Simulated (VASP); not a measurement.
# Sb (I4/mmm) in VASP: notebook

Runs on Sb. Level: PBE. Tasks: single point.

All numbers are computed with VASP 6.6.1; they aren't measurements. Logs are shortened: lines on timing, memory, paths and dates and some standing lists are left out, and cuts for length are marked.

## (1) The cell of the first run

Symmetry: I4/mmm, No. 139, tetragonal system. The conventional cell has a = 3.054 Å, b = 3.054 Å, c = 5.780 Å, α = 90.00°, β = 90.00°, γ = 90.00°. Sb (site symmetry 4/mmm) has 12 Sb at 3.05 to 3.61 Å within 4.0 Å.

## (2) Single point, PBE

File INCAR:

```
PREC     = Accurate       # precision mode
ENCUT    = 520            # plane-wave cutoff, eV
EDIFF    = 1E-7           # SCF threshold, eV
ISMEAR   = 0              # smearing method
SIGMA    = 0.15           # smearing width, eV
LREAL    = False          # projectors in reciprocal space
LASPH    = True           # aspherical terms in the spheres
NELM     = 60             # most SCF steps
ALGO     = Normal         # electronic algorithm
ISIF     = 2              # what is computed and relaxed
LWAVE    = False          # write WAVECAR
LCHARG   = True           # write CHGCAR
GGA      = PE             # functional
LELF     = True           # ELF
LVHAR    = True         
NBANDS   = 8              # bands
```

File KPOINTS:

```
regular mesh
0
Gamma
  24 24 24
```

File POSCAR:

```
Sb
1.0
   -1.5272406777      1.5272406777      2.8898476584
    1.5272406777     -1.5272406777      2.8898476584
    1.5272406777      1.5272406777     -2.8898476584
Sb
1
Direct
    0.0000000000      0.0000000000      0.0000000000
```

Potentials or basis: VASP PAW PBE potentials, release 64 (Sb).

Command:

```
$ cat potpaw_PBE.64/Sb/POTCAR > POTCAR
$ mpirun -np 1 vasp_std > vasp.out
```

OUTCAR:

```text
PREC = Accurate
   ENCUT = 520
   EDIFF = 1E-7
   ISMEAR = 0
   LREAL = False
   LASPH = True
   NELM = 60
   ISIF = 2
   GGA = PE

 ion  position               nearest neighbor table
   1  0.000  0.000  0.000-

  LATTYP: Found a body centered tetragonal cell.
 ALAT       =     3.0544813554
 C/A-ratio  =     1.8922018648

  Lattice vectors:

 A1 = (  -1.5272406777,   1.5272406777,   2.8898476584)
 A2 = (   1.5272406777,  -1.5272406777,   2.8898476584)
 A3 = (   1.5272406777,   1.5272406777,  -2.8898476584)

Analysis of symmetry for initial positions (statically):
=====================================================================
 Subroutine PRICEL returns:
 Original cell was already a primitive cell.

 Routine SETGRP: Setting up the symmetry group for a
 body centered tetragonal supercell.

 Subroutine GETGRP returns: Found 16 space group operations
 (whereof 16 operations were pure point group operations)
 out of a pool of 16 trial point group operations.

The static configuration has the point symmetry D_4h.

Analysis of symmetry for dynamics (positions and initial velocities):
=====================================================================
 Subroutine PRICEL returns:
 Original cell was already a primitive cell.

 Routine SETGRP: Setting up the symmetry group for a
 body centered tetragonal supercell.

 Subroutine GETGRP returns: Found 16 space group operations
 (whereof 16 operations were pure point group operations)
 out of a pool of 16 trial point group operations.

The dynamic configuration has the point symmetry D_4h.

 Subroutine INISYM returns: Found 16 space group operations
 (whereof 16 operations are pure point group operations),
 and found     1 'primitive' translations

----------------------------------------------------------------------------------------

                                     Primitive cell

  volume of cell :      26.9619

  direct lattice vectors                    reciprocal lattice vectors
    -1.527240678  1.527240678  2.889847658     0.000000000  0.327387823  0.173019501
     1.527240678 -1.527240678  2.889847658     0.327387823  0.000000000  0.173019501
     1.527240678  1.527240678 -2.889847658     0.327387823  0.327387823  0.000000000

  length of vectors
     3.607789859  3.607789859  3.607789859     0.370295199  0.370295199  0.462996299

  position of ions in fractional coordinates (direct lattice)
     0.000000000  0.000000000  0.000000000

  ion indices of the primitive-cell ions
   primitive index   ion index
                 1           1

----------------------------------------------------------------------------------------

 KPOINTS: regular mesh

Automatic generation of k-mesh.
 Grid dimensions read from file:
 generate k-points for:   24   24   24

 Generating k-lattice:

  Cartesian coordinates                     Fractional coordinates (reciprocal lattice)
     0.000000000  0.013641159  0.007209146     0.041666667 -0.000000000  0.000000000
     0.013641159  0.000000000  0.007209146    -0.000000000  0.041666667  0.000000000
     0.013641159  0.013641159  0.000000000     0.000000000  0.000000000  0.041666667

  Length of vectors
     0.015428967  0.015428967  0.019291512

  Shift w.r.t. Gamma in fractional coordinates (k-lattice)
     0.000000000  0.000000000  0.000000000

 Subroutine IBZKPT returns following result:
 ===========================================

 Found   1063 irreducible k-points:

 Following reciprocal coordinates:
            Coordinates               Weight
  0.000000  0.000000  0.000000      1.000000
  0.041667  0.000000  0.000000      8.000000
  0.083333  0.000000 -0.000000      8.000000
  0.125000  0.000000  0.000000      8.000000
  0.166667  0.000000 -0.000000      8.000000
  0.208333 -0.000000  0.000000      8.000000
[... 16 lines left out ...]
  0.416667  0.041667  0.000000     16.000000
  0.458333  0.041667  0.000000     16.000000
 [... further k-points ...]
   k-points           NKPTS =   1063   k-points in BZ     NKDIM =   1063   number of bands    NBANDS=      8
   number of dos      NEDOS =    301   number of ions     NIONS =      1
   total plane-waves  NPLWV =  21952
   dimension x,y,z NGX =    28 NGY =   28 NGZ =   28
   dimension x,y,z NGXF=    56 NGYF=   56 NGZF=   56
   ions per type =               1
   NGX,Y,Z   is equivalent  to a cutoff of  12.90, 12.90, 12.90 a.u.
   NGXF,Y,Z  is equivalent  to a cutoff of  25.80, 25.80, 25.80 a.u.
 SYSTEM =  unknown system
   PREC   = accura    normal or accurate (medium, high low for compatibility)
   ISTART =      0    job   : 0-new  1-cont  2-samecut
   ICHARG =      2    charge: 1-file 2-atom 10-const
   ISPIN  =      1    spin polarized calculation?
   LNONCOLLINEAR =      F non collinear calculations
   LSORBIT =      F    spin-orbit coupling
   LASPH  =      T    aspherical Exc in radial PAW
   ENCUT  =  520.0 eV  38.22 Ry    6.18 a.u.   6.71  6.71  6.71*2*pi/ulx,y,z
   NELM   =     60;   NELMIN=  2; NELMDL= -5     # of ELM steps
   EDIFF  = 0.1E-06   stopping-criterion for ELM
   LREAL  =      F    real-space projection
   EDIFFG = 0.1E-05   stopping-criterion for IOM
   NSW    =      0    number of steps for IOM
   IBRION =     -1    ionic relax: 0-MD 1-quasi-New 2-CG
   NFREE  =      0    steps in history (QN), initial steepest desc. (CG)
   ISIF   =      2    stress and relaxation
   ISYM   =      2    0-nonsym 1-usesym 2-fastsym
   POTIM  = 0.5000    time-step for ionic-motion
   TEBEG  =    0.0;   TEEND  =   0.0 temperature during run
   PSTRESS=    0.0 pullay stress
   NELECT =       5.0000    total number of electrons
   NUPDOWN=      -1.0000    fix difference up-down
   EMIN   =  10.00;   EMAX   =-10.00  energy-range for DOS
   EFERMI =   0.00;   METHOD = LEGACY
   ISMEAR =     0;   SIGMA  =   0.15  broadening in eV -4-tet -1-fermi 0-gaus
   EFERMI_NEDOS =   21; number of points for ismear=-14 and -15
   IALGO  =     38    algorithm
   IMIX   =      4    mixing-type and parameters
     AMIX     =   0.40;   BMIX     =  1.00
     AMIX_MAG =   1.60;   BMIX_MAG =  1.00
  volume/ion in A,a.u.               =      26.96       181.95
  Fermi-wavevector in a.u.,A,eV,Ry     =   0.933573  1.764197 11.858269  0.871558
  Thomas-Fermi vector in A             =   2.060288
   LORBIT       =      0    0 simple, 1 ext, 2 COOP (PROOUT), +10 PAW based schemes
   GGA     = PE    functional components
   LHFCALC =     F    Hartree Fock is set to
   AEXX    =    0.0000 exact exchange contribution
   IVDW    =     0    specifies the selected vdW correction
   LEPSILON=     F    determine dielectric tensor
   LRPA    =     F    only Hartree local field effects (RPA)
 non-spin polarized calculation
 Gauss-broadening in eV      SIGMA  =   0.15
  energy-cutoff  :      520.00
  volume of cell :       26.96
 maximum number of plane-waves:       755
   NGX = 13   NGY = 13   NGZ = 13

 number of electron       5.0000000 magnetization

 Free energy of the ion-electron system (eV)
  ---------------------------------------------------
  ext. energy  EPLUGINS =         0.00000000
  ---------------------------------------------------
  free energy    TOTEN  =        -3.82077788 eV

  energy without entropy =       -3.81397002  energy(sigma->0) =       -3.81737395

 E-fermi :   8.5132     XC(G=0): -10.1953

 val. band max:        8.5055022912   @ k =  -0.4167   0.5000   0.2083
 cond. band min:       8.5165295880   @ k =  -0.0833  -0.4583   0.0833
 fundamental gap:      0.0110272968
 Fermi energy:         8.5132370007

 k-point     1 :       0.0000    0.0000    0.0000
  band No.  band energies     occupation
      1      -4.4947      2.00000
      2      12.0453      0.00000
      3      14.1397      0.00000
      4      14.1397      0.00000
      5      17.1479      0.00000
      6      17.7591      0.00000
      7      19.6191      0.00000
      8      19.7741      0.00000

 k-point     2 :       0.0417    0.0000    0.0000
  band No.  band energies     occupation
      1      -4.4593      2.00000
      2      11.9505      0.00000
      3      13.7789      0.00000
      4      14.1457      0.00000
      5      17.2150      0.00000
      6      17.9286      0.00000
      7      18.7985      0.00000
      8      19.7522      0.00000

 k-point     3 :       0.0833    0.0000   -0.0000
  band No.  band energies     occupation
      1      -4.3530      2.00000
      2      11.6695      0.00000
      3      12.9354      0.00000
      4      14.1644      0.00000
      5      17.2128      0.00000
      6      18.0651      0.00000
      7      18.3648      0.00000
      8      19.9728      0.00000

 k-point     4 :       0.1250    0.0000    0.0000
  band No.  band energies     occupation
      1      -4.1762      2.00000
      2      11.1344      0.00000
      3      12.0160      0.00000
      4      14.1973      0.00000
      5      16.7212      0.00000
      6      18.0912      0.00000
      7      18.6968      0.00000
      8      20.3116      0.00000

 k-point     5 :       0.1667    0.0000   -0.0000
  band No.  band energies     occupation
      1      -3.9297      2.00000
      2      10.1803      0.00000
      3      11.3825      0.00000
      4      14.2464      0.00000
      5      16.0988      0.00000
      6      18.1736      0.00000
      7      19.2444      0.00000
      8      20.6276      0.00000
[... 177 lines left out ...]
 k-point    22 :       0.3750    0.0417    0.0000
  band No.  band energies     occupation
      1      -1.6147      2.00000
      2       4.3460      2.00000
      3       9.5606      0.00000
      4      14.1654      0.00000
      5      14.2581      0.00000
      6      18.7002      0.00000
      7      20.0725      0.00000
      8      21.9560      0.00000

 k-point    23 :       0.4167    0.0417    0.0000
  band No.  band energies     occupation
      1      -1.0862      2.00000
      2       3.4926      2.00000
      3       9.4473      0.00000
      4      13.9780      0.00000
      5      14.3750      0.00000
      6      18.7701      0.00000
      7      19.8672      0.00000
      8      21.5637      0.00000

 k-point    24 :       0.4583    0.0417    0.0000
  band No.  band energies     occupation
      1      -0.6705      2.00000
      2       2.8909      2.00000
      3       9.3994      0.00000
      4      13.8534      0.00000
      5      14.4803      0.00000
      6      18.7786      0.00000
      7      19.8364      0.00000
      8      21.2335      0.00000

 [... further k-points ...]

------------------------ aborting loop because EDIFF is reached ----------------------------------------

  FORCE on cell =-STRESS in cart. coord.  units (eV):
  Direction    XX          YY          ZZ          XY          YZ          ZX
  --------------------------------------------------------------------------------------
  -------------------------------------------------------------------------------------
  Total        0.7472055      0.7472055      0.1406096      0.0000000     -0.0000000      0.0000000
  in kB       44.4018184     44.4018184      8.3555642      0.0000000     -0.0000000      0.0000000
  external PRESSURE =      32.3864003 kB  Pullay stress =       0.0000000 kB

 VOLUME and BASIS-vectors are now :
 -----------------------------------------------------------------------------
  energy-cutoff  :      520.00
  volume of cell :       26.96
      direct lattice vectors                 reciprocal lattice vectors
    -1.527240678  1.527240678  2.889847658     0.000000000  0.327387823  0.173019501
     1.527240678 -1.527240678  2.889847658     0.327387823  0.000000000  0.173019501
     1.527240678  1.527240678 -2.889847658     0.327387823  0.327387823  0.000000000

 POSITION                                       TOTAL-FORCE (eV/Angst)
 -----------------------------------------------------------------------------------
      0.00000      0.00000      0.00000        -0.000000     -0.000000      0.000000
 -----------------------------------------------------------------------------------
    total drift:                               -0.000000      0.000000      0.000000

  FREE ENERGIE OF THE ION-ELECTRON SYSTEM (eV)
  ---------------------------------------------------
  free  energy   TOTEN  =        -3.8207778816 eV

  energy  without entropy=       -3.8139700219  energy(sigma->0) =       -3.81737395
```

It took 5 min on 1 thread of Intel Xeon 8259CL, shared host; peak memory 0.35 GiB.

What came out:

```
Free energy            : -3.8208 eV
Pressure               : 3.2 GPa
Band gap on the k mesh : zero (an odd number of electrons rules out a gap without spin polarisation)
```

Stress tensor (GPa, compression positive):
```
4.44 0.00 0.00
0.00 4.44 0.00
0.00 0.00 0.84
```

Caveat: the cell stands under pressure; spin-orbit coupling is left out, which moves the levels of the heavy elements.

## (3) Single point, PBE

This run uses another cell than the first one, of the same volume but with other edges.

File INCAR:

```
SYSTEM = Sb
ALGO     = Normal         ! electronic algorithm
EDIFF    = 1E-6           ! SCF threshold, eV
ENCUT    = 520            ! plane-wave cutoff, eV
GGA      = PE             ! functional
ISIF     = 2              ! what is computed and relaxed
ISMEAR   = 0              ! smearing method
LASPH    = .TRUE.         ! aspherical terms in the spheres
LCHARG   = .TRUE.         ! write CHGCAR
LELF     = .TRUE.         ! ELF
LREAL    = .FALSE.        ! projectors in reciprocal space
LVHAR    = .TRUE.       
LWAVE    = .FALSE.        ! write WAVECAR
NBANDS   = 8              ! bands
NELM     = 60             ! most SCF steps
PREC     = Accurate       ! precision mode
SIGMA    = 0.15           ! smearing width, eV
```

File KPOINTS:

```
k-points
0
G
  24 24 24
  0 0 0
```

File POSCAR:

```
Sb
1.0
   -1.5981393080      1.5981393080      2.6391291742
    1.5981393080     -1.5981393080      2.6391291742
    1.5981393080      1.5981393080     -2.6391291742
Sb
1
Direct
    0.0000000000      0.0000000000      0.0000000000
```

Potentials or basis: VASP PAW PBE potentials, release 64 (Sb).

Command:

```
$ cat potpaw_PBE.64/Sb/POTCAR > POTCAR
$ mpirun -np 1 vasp_std > vasp.out
```

Wall time 4.5 min (1 thread of Intel Xeon 8259CL, shared host); peak memory 0.35 GiB.

Results (log left out):

- Free energy: -3.8389 eV
- Pressure: 1.4 GPa
- Band gap on the k mesh: zero (an odd number of electrons rules out a gap without spin polarisation)

Stress tensor (GPa, compression positive):
```
1.24 0.00 0.00
0.00 1.24 0.00
0.00 0.00 1.78
```

Levels at points of the mesh, in eV from the Fermi level:
| k point | band 1 | band 2 | band 3 | band 4 | band 5 | band 6 |
| --- | --- | --- | --- | --- | --- | --- |
| (0.00, 0.00, 0.00) | -12.94 | 4.95 | 5.38 | 5.38 | 9.43 | 10.49 |
| (0.50, 0.00, 0.00) | -9.15 | -5.81 | 2.16 | 4.97 | 6.57 | 9.83 |
| (0.50, 0.50, 0.00) | -6.85 | -4.51 | -0.76 | 0.50 | 3.57 | 4.35 |
| (0.50, 0.50, 0.50) | -8.92 | -5.56 | 1.73 | 1.73 | 5.59 | 5.65 |

Caveat: spin-orbit coupling is left out, which moves the levels of the heavy elements.

## (4) Single point, PBE

File INCAR:

```
PREC = Accurate
ENCUT = 520
EDIFF = 1E-7
ISMEAR = 0
SIGMA = 0.15
LREAL = False
LASPH = True
NELM = 80
ALGO = Normal
ISIF = 2
LWAVE = False
LCHARG = False
GGA = PE
NBANDS = 8
```

File KPOINTS:

```
Automatic mesh
0
Gamma
  24 24 24
```

File POSCAR:

```
Sb
1.0
   -1.5511076683      1.5511076683      2.8015993306
    1.5511076683     -1.5511076683      2.8015993306
    1.5511076683      1.5511076683     -2.8015993306
Sb
1
Direct
    0.0000000000      0.0000000000      0.0000000000
```

Command:

```
$ cat potpaw_PBE.64/Sb/POTCAR > POTCAR
$ mpirun -np 1 vasp_std > vasp.out
```

Run time: 5.2 min. Hardware: 1 thread of Intel Xeon 8259CL, shared host; peak memory 0.35 GiB.

It converged, with:

```yaml
Free_energy: -3.8350 eV
Pressure: 2.4 GPa
Band_gap_on_the_k_mesh: zero (an odd number of electrons rules out a gap without spin polarisation)
```

Stress tensor (GPa, compression positive):
```
3.02 0.00 0.00
0.00 3.02 0.00
0.00 0.00 1.26
```

Levels at points of the mesh, in eV from the Fermi level:
| k point | band 1 | band 2 | band 3 | band 4 | band 5 | band 6 | band 7 |
| --- | --- | --- | --- | --- | --- | --- | --- |
| (0.00, 0.00, 0.00) | -12.97 | 4.13 | 5.52 | 5.52 | 9.28 | 9.60 | 10.86 |
| (0.50, 0.00, 0.00) | -9.11 | -5.81 | 1.33 | 5.61 | 5.87 | 10.62 | 10.82 |
| (0.50, 0.50, 0.00) | -6.39 | -4.28 | -1.32 | 0.74 | 3.34 | 4.40 | 14.97 |
| (0.50, 0.50, 0.50) | -9.71 | -5.78 | 2.58 | 2.58 | 6.21 | 6.65 | 18.06 |

Caveat: spin-orbit coupling is left out, which moves the levels of the heavy elements.

## (5) The runs side by side

| cell | gap on the mesh (eV) | pressure (GPa) |
| --- | --- | --- |
| a = 3.608 Å, angles 129.9, 129.9, 73.5°, 1 atom | none | 3.2 |
| a = 3.475 Å, angles 125.2, 125.2, 81.2°, 1 atom | none | 1.4 |
| a = 3.558 Å, angles 128.3, 128.3, 76.1°, 1 atom | none | 2.4 |

Alike in all rows: task single point; level PBE; potentials or basis VASP PAW PBE potentials, release 64 (Sb); no spin polarisation; k mesh 24 × 24 × 24; cutoff (eV) 520; smearing gaussian 0.15 eV.

Caveats: spin-orbit coupling is left out, which moves the levels of the heavy elements; the cell stands under pressure (at least some runs).

Total energies depend on the potentials used, so only differences within one code and one set of settings carry meaning.
